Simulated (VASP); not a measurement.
# GaN (P6_3mc) in VASP: notebook

The runs below take GaN through single point, with PBE.

All numbers are computed with VASP 6.6.1; they aren't measurements. Logs are shortened: lines on timing, memory, paths and dates and some standing lists are left out, and cuts for length are marked.

### Step 1. The cell of the first run

Symmetry: P6_3mc, No. 186, hexagonal system. Conventional cell: a = 3.167 Å, b = 3.167 Å, c = 5.158 Å, α = 90.00°, β = 90.00°, γ = 120.00°. Ga (site symmetry 3m) has 4 N at 1.94 Å within 2.6 Å. N (site symmetry 3m) has 4 Ga at 1.94 Å within 2.6 Å.

### Step 2. Single point, PBE (strain -0.5%)

Input file INCAR:

```
  ALGO = Normal
  EDIFF = 1E-6
  ENCUT = 520
  GGA = PE
  ISIF = 2
  ISMEAR = -1
  LASPH = T
  LCHARG = F
  LREAL = F
  LWAVE = F
  NBANDS = 26
  NELM = 60
  PREC = Accurate
  SIGMA = 0.02
```

Input file KPOINTS:

```
k-points
0
Gamma
  12 12 6
```

Input file POSCAR:

```
GaN
1.0
    3.1672336624      0.0000000000      0.0000000000
   -1.5836168312      2.7429048114      0.0000000000
    0.0000000000      0.0000000000      5.1577073312
Ga N
2 2
Direct
    0.3333333333      0.6666666667     -0.0008868077
    0.6666666667      0.3333333333      0.4991131923
    0.3333333333      0.6666666667      0.3758868077
    0.6666666667      0.3333333333      0.8758868077
```

Potentials or basis: VASP PAW PBE potentials, release 64 (Ga_d, N).

Started as:

```
$ cat potpaw_PBE.64/Ga_d/POTCAR potpaw_PBE.64/N/POTCAR > POTCAR
$ mpirun -np 1 vasp_std > vasp.out
```

OUTCAR:

```text
EDIFF = 1E-6
   ENCUT = 520
   GGA = PE
   ISIF = 2
   ISMEAR = -1
   LASPH = T
   LREAL = F
   NELM = 60
   PREC = Accurate

 ion  position               nearest neighbor table
   1  0.333  0.667  0.999-   4 1.94   4 1.94   4 1.94   3 1.94
   2  0.667  0.333  0.499-   3 1.94   3 1.94   3 1.94   4 1.94
   3  0.333  0.667  0.376-   2 1.94   2 1.94   2 1.94   1 1.94
   4  0.667  0.333  0.876-   1 1.94   1 1.94   1 1.94   2 1.94

  LATTYP: Found a hexagonal cell.
 ALAT       =     3.1672336624
 C/A-ratio  =     1.6284581060

  Lattice vectors:

 A1 = (   3.1672336624,   0.0000000000,   0.0000000000)
 A2 = (  -1.5836168312,   2.7429048114,   0.0000000000)
 A3 = (   0.0000000000,   0.0000000000,   5.1577073312)

Analysis of symmetry for initial positions (statically):
=====================================================================
 Subroutine PRICEL returns:
 Original cell was already a primitive cell.

 Routine SETGRP: Setting up the symmetry group for a
 hexagonal supercell.

 Subroutine GETGRP returns: Found 12 space group operations
 (whereof  6 operations were pure point group operations)
 out of a pool of 24 trial point group operations.

The static configuration has the point symmetry C_3v.
 The point group associated with its full space group is C_6v.

Analysis of symmetry for dynamics (positions and initial velocities):
=====================================================================
 Subroutine PRICEL returns:
 Original cell was already a primitive cell.

 Routine SETGRP: Setting up the symmetry group for a
 hexagonal supercell.

 Subroutine GETGRP returns: Found 12 space group operations
 (whereof  6 operations were pure point group operations)
 out of a pool of 24 trial point group operations.

The dynamic configuration has the point symmetry C_3v.
 The point group associated with its full space group is C_6v.

 Subroutine INISYM returns: Found 12 space group operations
 (whereof  6 operations are pure point group operations),
 and found     1 'primitive' translations

----------------------------------------------------------------------------------------

                                     Primitive cell

  volume of cell :      44.8072

  direct lattice vectors                    reciprocal lattice vectors
     3.167233662  0.000000000  0.000000000     0.315732941  0.182288499  0.000000000
    -1.583616831  2.742904811  0.000000000     0.000000000  0.364576997  0.000000000
     0.000000000  0.000000000  5.157707331     0.000000000  0.000000000  0.193884596

  length of vectors
     3.167233662  3.167233662  5.157707331     0.364576997  0.364576997  0.193884596

  position of ions in fractional coordinates (direct lattice)
     0.333333333  0.666666667  0.999113192
     0.666666667  0.333333333  0.499113192
     0.333333333  0.666666667  0.375886808
     0.666666667  0.333333333  0.875886808

  ion indices of the primitive-cell ions
   primitive index   ion index
                 1           1
                 2           2
                 3           3
                 4           4

----------------------------------------------------------------------------------------

 KPOINTS: k-points

Automatic generation of k-mesh.
 Grid dimensions read from file:
 generate k-points for:   12   12    6

 Generating k-lattice:

  Cartesian coordinates                     Fractional coordinates (reciprocal lattice)
     0.026311078  0.015190708  0.000000000     0.083333333  0.000000000  0.000000000
     0.000000000  0.030381416  0.000000000     0.000000000  0.083333333  0.000000000
     0.000000000  0.000000000  0.032314099     0.000000000  0.000000000  0.166666667

  Length of vectors
     0.030381416  0.030381416  0.032314099

  Shift w.r.t. Gamma in fractional coordinates (k-lattice)
     0.000000000  0.000000000  0.000000000

 Subroutine IBZKPT returns following result:
 ===========================================

 Found     76 irreducible k-points:

 Following reciprocal coordinates:
            Coordinates               Weight
  0.000000  0.000000  0.000000      1.000000
  0.083333 -0.000000  0.000000      6.000000
  0.166667  0.000000  0.000000      6.000000
  0.250000 -0.000000  0.000000      6.000000
  0.333333  0.000000  0.000000      6.000000
  0.416667 -0.000000  0.000000      6.000000
[... 16 lines left out ...]
  0.250000 -0.000000  0.166667     12.000000
  0.333333  0.000000  0.166667     12.000000
 [... further k-points ...]
   k-points           NKPTS =     76   k-points in BZ     NKDIM =     76   number of bands    NBANDS=     26
   number of dos      NEDOS =    301   number of ions     NIONS =      4
   total plane-waves  NPLWV =  23040
   dimension x,y,z NGX =    24 NGY =   24 NGZ =   40
   dimension x,y,z NGXF=    48 NGYF=   48 NGZF=   80
   ions per type =               2   2
   NGX,Y,Z   is equivalent  to a cutoff of  12.60, 12.60, 12.89 a.u.
   NGXF,Y,Z  is equivalent  to a cutoff of  25.19, 25.19, 25.79 a.u.
 SYSTEM =  unknown system
   PREC   = accura    normal or accurate (medium, high low for compatibility)
   ISTART =      0    job   : 0-new  1-cont  2-samecut
   ICHARG =      2    charge: 1-file 2-atom 10-const
   ISPIN  =      1    spin polarized calculation?
   LNONCOLLINEAR =      F non collinear calculations
   LSORBIT =      F    spin-orbit coupling
   LASPH  =      T    aspherical Exc in radial PAW
   ENCUT  =  520.0 eV  38.22 Ry    6.18 a.u.   5.89  5.89  9.59*2*pi/ulx,y,z
   NELM   =     60;   NELMIN=  2; NELMDL= -5     # of ELM steps
   EDIFF  = 0.1E-05   stopping-criterion for ELM
   LREAL  =      F    real-space projection
   EDIFFG = 0.1E-04   stopping-criterion for IOM
   NSW    =      0    number of steps for IOM
   IBRION =     -1    ionic relax: 0-MD 1-quasi-New 2-CG
   NFREE  =      0    steps in history (QN), initial steepest desc. (CG)
   ISIF   =      2    stress and relaxation
   ISYM   =      2    0-nonsym 1-usesym 2-fastsym
   POTIM  = 0.5000    time-step for ionic-motion
   TEBEG  =    0.0;   TEEND  =   0.0 temperature during run
   PSTRESS=    0.0 pullay stress
   NELECT =      36.0000    total number of electrons
   NUPDOWN=      -1.0000    fix difference up-down
   EMIN   =  10.00;   EMAX   =-10.00  energy-range for DOS
   EFERMI =   0.00;   METHOD = LEGACY
   ISMEAR =    -1;   SIGMA  =   0.02  broadening in eV -4-tet -1-fermi 0-gaus
   EFERMI_NEDOS =   21; number of points for ismear=-14 and -15
   IALGO  =     38    algorithm
   IMIX   =      4    mixing-type and parameters
     AMIX     =   0.40;   BMIX     =  1.00
     AMIX_MAG =   1.60;   BMIX_MAG =  1.00
  volume/ion in A,a.u.               =      11.20        75.59
  Fermi-wavevector in a.u.,A,eV,Ry     =   1.521925  2.876021 31.514558  2.316255
  Thomas-Fermi vector in A             =   2.630574
   LORBIT       =      0    0 simple, 1 ext, 2 COOP (PROOUT), +10 PAW based schemes
   GGA     = PE    functional components
   LHFCALC =     F    Hartree Fock is set to
   AEXX    =    0.0000 exact exchange contribution
   IVDW    =     0    specifies the selected vdW correction
   LEPSILON=     F    determine dielectric tensor
   LRPA    =     F    only Hartree local field effects (RPA)
 non-spin polarized calculation
  energy-cutoff  :      520.00
  volume of cell :       44.81
 maximum number of plane-waves:      1221
 NGX is ok and might be reduce to    24
   NGX = 11   NGY = 11   NGZ = 19

 number of electron      36.0000017 magnetization

 Free energy of the ion-electron system (eV)
  ---------------------------------------------------
  ext. energy  EPLUGINS =         0.00000000
  ---------------------------------------------------
  free energy    TOTEN  =       -24.26400370 eV

  energy without entropy =      -24.26400370  energy(sigma->0) =      -24.26400370

 E-fermi :   5.9681     XC(G=0): -11.7741

 val. band max:        5.5320905644   @ k =   0.0000   0.0000   0.0000
 cond. band min:       7.5752615225   @ k =   0.0000   0.0000   0.0000
 fundamental gap:      2.0431709581
 Fermi energy:         5.9681436301

 k-point     1 :       0.0000    0.0000    0.0000
  band No.  band energies     occupation
      1     -10.6154      2.00000
      2      -9.6307      2.00000
      3      -7.9217      2.00000
      4      -7.9061      2.00000
      5      -7.9061      2.00000
      6      -7.8410      2.00000
[... 18 lines left out ...]
     25      17.3832      0.00000
     26      17.3832      0.00000

 k-point     2 :       0.0833   -0.0000    0.0000
  band No.  band energies     occupation
      1     -10.5443      2.00000
      2      -9.6114      2.00000
      3      -7.9156      2.00000
      4      -7.8954      2.00000
      5      -7.8839      2.00000
      6      -7.8331      2.00000
[... 18 lines left out ...]
     25      17.0299      0.00000
     26      17.5417      0.00000

 k-point     3 :       0.1667    0.0000    0.0000
  band No.  band energies     occupation
      1     -10.3492      2.00000
      2      -9.5636      2.00000
      3      -7.8904      2.00000
      4      -7.8694      2.00000
      5      -7.8265      2.00000
      6      -7.7947      2.00000
[... 18 lines left out ...]
     25      17.0533      0.00000
     26      17.9086      0.00000

 k-point     4 :       0.2500   -0.0000    0.0000
  band No.  band energies     occupation
      1     -10.0883      2.00000
      2      -9.5106      2.00000
      3      -7.8640      2.00000
      4      -7.8435      2.00000
      5      -7.7771      2.00000
      6      -7.7327      2.00000
[... 18 lines left out ...]
     25      17.0766      0.00000
     26      18.3974      0.00000

 k-point     5 :       0.3333    0.0000    0.0000
  band No.  band energies     occupation
      1      -9.8474      2.00000
      2      -9.4715      2.00000
      3      -7.8512      2.00000
      4      -7.8302      2.00000
      5      -7.7451      2.00000
      6      -7.6804      2.00000
[... 18 lines left out ...]
     25      17.2453      0.00000
     26      18.9119      0.00000

 k-point     6 :       0.4167   -0.0000    0.0000
  band No.  band energies     occupation
      1      -9.6934      2.00000
      2      -9.4519      2.00000
      3      -7.8526      2.00000
      4      -7.8274      2.00000
      5      -7.7306      2.00000
      6      -7.6791      2.00000
[... 427 lines left out ...]
 k-point    21 :       0.0833   -0.0000    0.1667
  band No.  band energies     occupation
      1     -10.4630      2.00000
      2      -9.6442      2.00000
      3      -7.9061      2.00000
      4      -7.8935      2.00000
      5      -7.8716      2.00000
      6      -7.8396      2.00000
[... 18 lines left out ...]
     25      16.8751      0.00000
     26      17.2892      0.00000

 k-point    22 :       0.1667    0.0000    0.1667
  band No.  band energies     occupation
      1     -10.2759      2.00000
      2      -9.5884      2.00000
      3      -7.8865      2.00000
      4      -7.8658      2.00000
      5      -7.8276      2.00000
      6      -7.7942      2.00000
[... 18 lines left out ...]
     25      16.6462      0.00000
     26      17.6941      0.00000

 k-point    23 :       0.2500   -0.0000    0.1667
  band No.  band energies     occupation
      1     -10.0286      2.00000
      2      -9.5256      2.00000
      3      -7.8645      2.00000
      4      -7.8367      2.00000
      5      -7.7912      2.00000
      6      -7.7407      2.00000
[... 18 lines left out ...]
     25      16.7575      0.00000
     26      18.2282      0.00000

 k-point    24 :       0.3333    0.0000    0.1667
  band No.  band energies     occupation
      1      -9.8041      2.00000
      2      -9.4783      2.00000
      3      -7.8561      2.00000
      4      -7.8197      2.00000
      5      -7.7620      2.00000
      6      -7.6892      2.00000
[... 18 lines left out ...]
     25      16.9889      0.00000
     26      18.8236      0.00000

 [... further k-points ...]

------------------------ aborting loop because EDIFF is reached ----------------------------------------

  FORCE on cell =-STRESS in cart. coord.  units (eV):
  Direction    XX          YY          ZZ          XY          YZ          ZX
  --------------------------------------------------------------------------------------
  -------------------------------------------------------------------------------------
  Total        2.6061968      2.6061968      2.6368268      0.0000000      0.0000000     -0.0000000
  in kB       93.1902032     93.1902032     94.2854426      0.0000000      0.0000000     -0.0000000
  external PRESSURE =      93.5552830 kB  Pullay stress =       0.0000000 kB

 VOLUME and BASIS-vectors are now :
 -----------------------------------------------------------------------------
  energy-cutoff  :      520.00
  volume of cell :       44.81
      direct lattice vectors                 reciprocal lattice vectors
     3.167233662  0.000000000  0.000000000     0.315732941  0.182288499  0.000000000
    -1.583616831  2.742904811  0.000000000     0.000000000  0.364576997  0.000000000
     0.000000000  0.000000000  5.157707331     0.000000000  0.000000000  0.193884596

 POSITION                                       TOTAL-FORCE (eV/Angst)
 -----------------------------------------------------------------------------------
     -0.00000      1.82860      5.15313        -0.000000     -0.000000      0.007551
      1.58362      0.91430      2.57428        -0.000000      0.000000      0.007551
     -0.00000      1.82860      1.93871         0.000000     -0.000000     -0.007551
      1.58362      0.91430      4.51757        -0.000000      0.000000     -0.007551
 -----------------------------------------------------------------------------------
    total drift:                               -0.000001     -0.000001     -0.000410

  FREE ENERGIE OF THE ION-ELECTRON SYSTEM (eV)
  ---------------------------------------------------
  free  energy   TOTEN  =       -24.2640036979 eV

  energy  without entropy=      -24.2640036979  energy(sigma->0) =      -24.26400370
```

It took 55 s on 1 thread of Intel Xeon 6975P-C (Granite Rapids), shared host; peak memory 0.2 GiB.

What came out:

```
Free energy            : -24.2640 eV
Pressure               : 9.4 GPa
Largest force          : 0.008 eV/Å
Band gap on the k mesh : 2.04 eV, direct
```

Forces in eV/Å, atoms in the order of the input:
```
Ga   0.000  0.000  0.008
Ga   0.000  0.000  0.008
N    0.000  0.000 -0.008
N    0.000  0.000 -0.008
```

Caveat: the cell differs from its parent crystal (strain -0.5%).

### Step 3. Single point, PBE

This run uses another cell than the first one, of 11.37 Å³/atom, 1.015 times its volume.

Input file INCAR:

```
SYSTEM = GaN
  PREC = Accurate
  ENCUT = 520
  EDIFF = 1E-6
  ISMEAR = -1
  SIGMA = 0.02
  LREAL = .False.
  LASPH = .True.
  NELM = 60
  ALGO = Normal
  ISIF = 2
  LWAVE = .False.
  LCHARG = .False.
  GGA = PE
  NBANDS = 26
```

Input file KPOINTS:

```
regular mesh
0
Gamma
  12 12 6
  0 0 0
```

Input file POSCAR:

```
GaN
1.0
    3.1831494095      0.0000000000      0.0000000000
   -1.5915747048      2.7566882526      0.0000000000
    0.0000000000      0.0000000000      5.1836254585
Ga N
2 2
Direct
    0.3333333333      0.6666666667     -0.0008868077
    0.6666666667      0.3333333333      0.4991131923
    0.3333333333      0.6666666667      0.3758868077
    0.6666666667      0.3333333333      0.8758868077
```

Potentials or basis: VASP PAW PBE potentials, release 64 (Ga_d, N).

Started as:

```
$ cat potpaw_PBE.64/Ga_d/POTCAR potpaw_PBE.64/N/POTCAR > POTCAR
$ mpirun -np 1 vasp_std > vasp.out
```

Wall time 54 s (1 thread of Intel Xeon 6975P-C (Granite Rapids), shared host); peak memory 0.2 GiB.

The run converged. Its results:

```yaml
Free_energy: -24.2973 eV
Pressure: 6.3 GPa
Largest_force: 0.005 eV/Å
Band_gap_on_the_k_mesh: 1.94 eV, direct
```

Forces on the atoms (eV/Å):
```
Ga   0.000  0.000  0.005
Ga   0.000  0.000  0.005
N    0.000  0.000 -0.005
N    0.000  0.000 -0.005
```

Stress tensor (GPa, compression positive):
```
6.24 0.00 0.00
0.00 6.24 0.00
0.00 0.00 6.37
```

Levels at points of the mesh, in eV from the valence-band top:
```tsv
k point	band 14	band 15	band 16	band 17	band 18	band 19	band 20	band 21	band 22	band 23
(0.00, 0.00, 0.00)	-1.04	-1.04	-0.04	0.00	0.00	1.94	4.28	9.22	9.92	9.92
(0.50, 0.00, 0.00)	-5.30	-4.21	-2.75	-2.21	-1.00	5.08	5.59	6.06	8.62	10.38
(0.00, 0.00, 0.50)	-3.85	-0.53	-0.53	-0.53	-0.53	4.28	4.28	8.49	8.49	10.44
(0.50, 0.00, 0.50)	-6.62	-1.95	-1.95	-1.90	-1.90	4.42	4.42	7.79	7.79	9.99
```
